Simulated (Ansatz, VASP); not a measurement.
## Two plane-wave programs on Se

Contents of INCAR:

```
PREC = Accurate
ENCUT = 520
EDIFF = 1E-7
ISMEAR = -1
SIGMA = 0.05
LREAL = F
LASPH = T
NELM = 60
ALGO = Normal
ISIF = 2
LWAVE = F
LCHARG = T
GGA = PE
LELF = T
LVHAR = T
NBANDS = 27
```

The input KPOINTS:

```
Automatic mesh
0
Gamma
  7 7 7
```

POSCAR

```
Se
1.0
    5.6810000000      3.2799268793      1.4763333333
   -5.6810000000      3.2799268793      1.4763333333
    0.0000000000     -6.5598537585      1.4763333333
Se
6
Direct
    0.8374900000      0.0818200000      0.7193400000
    0.0818200000      0.7193400000      0.8374900000
    0.7193400000      0.8374900000      0.0818200000
    0.1625100000      0.9181800000      0.2806600000
    0.9181800000      0.2806600000      0.1625100000
    0.2806600000      0.1625100000      0.9181800000
```

File input.yaml:

```yaml
crystal:
  lattice:
    - [5.681, 3.2799268793, 1.4763333333]
    - [-5.681, 3.2799268793, 1.4763333333]
    - [0.0, -6.5598537585, 1.4763333333]
  atoms:
    - { symbol: Se, position: [0.83749, 0.08182, 0.71934] }
    - { symbol: Se, position: [0.08182, 0.71934, 0.83749] }
    - { symbol: Se, position: [0.71934, 0.83749, 0.08182] }
    - { symbol: Se, position: [0.16251, 0.91818, 0.28066] }
    - { symbol: Se, position: [0.91818, 0.28066, 0.16251] }
    - { symbol: Se, position: [0.28066, 0.16251, 0.91818] }
hamiltonian:
  xc: pbe
  pseudopotentials: { kind: paw }
kpoints:
  mp_grid: { grid: [7, 7, 7] }
scf:
  occupations: { method: fermi_dirac, width: 0.05 }
output:
  forces: true
  stress: true
  eigenvalues: true
```

Alike in both runs: task single point; functional PBE; k mesh 7 × 7 × 7; occupations fermi-dirac, width 0.05 eV; no spin polarisation.

|  | VASP | Ansatz |
| --- | --- | --- |
| version | VASP 6.6.1 | Ansatz 0.2.0 |
| potentials or method | VASP PAW PBE potentials, release 64 (Se) | Ansatz PAW |
| plane-wave cutoff (eV) | 520 | 420 |
| valence electrons in the cell | 36 | 96 |

```tsv
	VASP	Ansatz	Ansatz less VASP
gap on the k mesh at the Fermi level (eV)	1.21	1.21	+0.003
least direct gap on the mesh (eV)	1.47	1.47	+0.003
pressure (GPa)	2.8	2.7	-0.14
traceless stress, the component that is largest in VASP (GPa)	-0.30	-0.25	+0.050
rms of the force components (eV/Å)	0.292	0.271	-0.0210
```

Atom by atom the forces differ by 0.021 eV/Å (rms over components). With one functional, cell and mesh, what is left measures potentials, basis and numerics. VASP's potentials hold 36 valence electrons a cell and Ansatz's 96, so a difference there can come from the potentials and not from the codes.

Noted on Ansatz's run: odd divisions of the mesh miss points on the zone boundary, where band edges often lie, so the gap on the mesh can be too wide.
